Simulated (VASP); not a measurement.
**La2O3: single point with PBE**

The system is La2O3.

```
La O
1.0
     3.93078    0.00000    0.00000
    -1.96539    3.40415    0.00000
     0.00000    0.00000    6.11195
La O
2 3
Direct
  0.66667 0.33333 0.75376
  0.33333 0.66667 0.24624
  0.66667 0.33333 0.35411
  0.33333 0.66667 0.64589
  0.00000 0.00000 0.00000
```

```json
{
 "Program": "VASP 6.6.1",
 "Task": "single point",
 "Functional": "PBE",
 "Potentials or basis": "VASP PAW PBE potentials, release 64 (La, O)",
 "Cutoff": "520 eV",
 "k mesh": "6 × 6 × 4",
 "Occupations": "gaussian, width 0.01 eV",
 "Spin": "no spin polarisation"
}
```

```yaml
Pressure: 1.6 GPa
Largest_force: 0.012 eV/Å
Band_gap_on_the_k_mesh: 3.86 eV, indirect (least direct gap 3.98 eV)
```

Forces on the atoms (eV/Å):
```
La   0.000  0.000  0.003
La   0.000  0.000 -0.003
O    0.000  0.000 -0.012
O    0.000  0.000  0.012
O    0.000  0.000  0.000
```

Stress tensor (GPa, compression positive):
```
1.50 0.00 0.00
0.00 1.50 0.00
0.00 0.00 1.82
```

Levels at points of the mesh, in eV from the valence-band top:
| k point | band 16 | band 17 | band 18 | band 19 | band 20 | band 21 | band 22 | band 23 | band 24 | band 25 |
| --- | --- | --- | --- | --- | --- | --- | --- | --- | --- | --- |
| (0.00, 0.00, 0.00) | -2.08 | -1.65 | -0.38 | -0.38 | -0.11 | 4.31 | 4.60 | 4.60 | 5.17 | 5.37 |
| (0.50, 0.00, 0.00) | -0.75 | -0.73 | -0.66 | -0.42 | -0.30 | 3.86 | 4.71 | 5.17 | 5.20 | 5.27 |
| (0.00, 0.00, 0.50) | -1.89 | -1.00 | -0.78 | -0.29 | -0.29 | 4.69 | 4.73 | 4.73 | 4.97 | 5.39 |
| (0.50, 0.00, 0.50) | -0.99 | -0.95 | -0.70 | -0.37 | 0.00 | 4.41 | 4.63 | 5.06 | 5.20 | 5.27 |

It took 37 s on 1 thread of Intel(R) Xeon(R) 6975P-C (Granite Rapids), on a shared host, peak memory 0.22 GiB.

Caveat: spin-orbit coupling is left out, which moves the levels of the heavy elements. As with any semilocal functional, this PBE gap is likely too small.
